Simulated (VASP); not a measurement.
A run of VASP 6.6.1:

File INCAR:

```
ALGO = Normal
EDIFF = 1E-6
ENCUT = 520
GGA = PE
ISIF = 2
ISMEAR = 0
LASPH = T
LCHARG = T
LELF = T
LREAL = F
LVHAR = T
LWAVE = F
NBANDS = 12
NELM = 100
PREC = Accurate
SIGMA = 0.05
```

File KPOINTS:

```
k-points
0
Gamma
  22 22 22
```

Contents of POSCAR:

```
Ta
1.0
   -1.6673475978      1.6673475978      1.6673475978
    1.6673475978     -1.6673475978      1.6673475978
    1.6673475978      1.6673475978     -1.6673475978
Ta
1
Direct
    0.0000000000      0.0000000000      0.0000000000
```

Potentials or basis: VASP PAW PBE potentials, release 64 (Ta_pv).

Command:

```sh
$ cat potpaw_PBE.64/Ta_pv/POTCAR > POTCAR
$ mpirun -np 1 vasp_std > vasp.out
```

Hardware: 1 thread of Intel(R) Xeon(R) Platinum 8488C (Sapphire Rapids), with other jobs on the host.

Question: How long does it take, and how much memory?

Answer: Wall time 26 s on 1 thread of Intel(R) Xeon(R) Platinum 8488C (Sapphire Rapids), on a shared host, peak memory 0.2 GiB. Counts: scf iterations 11, k points 328.
